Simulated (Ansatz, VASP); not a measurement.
## Two plane-wave programs on SiC

```xyz
8
Lattice="-3.0752 0.0000 0.0000 -1.5376 -2.6632 0.0000 -0.7690 -0.4440 10.0963" Properties=species:S:1:pos:R:3 pbc="T T T"
Si   -1.5376   -0.8877    9.1478
Si   -1.5376   -0.8877    4.0996
Si   -3.0752   -1.7755    1.5755
Si   -3.0752   -1.7755    6.6237
C    -1.5376   -0.8877    0.9485
C    -1.5376   -0.8877    5.9967
C    -3.0752   -1.7755    3.4726
C    -3.0752   -1.7755    8.5208
```

Alike in both runs: task single point; functional r2SCAN; k mesh 8 × 8 × 3; occupations gaussian, width 0.05 eV; no spin polarisation.

```csv
,VASP,Ansatz
version,VASP 6.6.1,Ansatz 0.2.0
potentials or method,"VASP PAW PBE potentials, release 64 (Si, C), cutoff 520 eV","scalar-relativistic, plane waves, PAW"
valence electrons in the cell,32,32
```

```tsv
	VASP	Ansatz	Ansatz less VASP
gap on the k mesh at the Fermi level (eV)	2.18	2.18	-0.002
least direct gap on the mesh (eV)	3.48	3.48	-0.003
pressure (GPa)	-0.9	-0.7	+0.16
traceless stress, the component that is largest in VASP (GPa)	11.45	11.41	-0.048
rms of the force components (eV/Å)	0.687	0.686	-0.0010
```

VASP's potentials were made for PBE, not for r2SCAN. Atom by atom the forces differ by 0.005 eV/Å (rms over components).
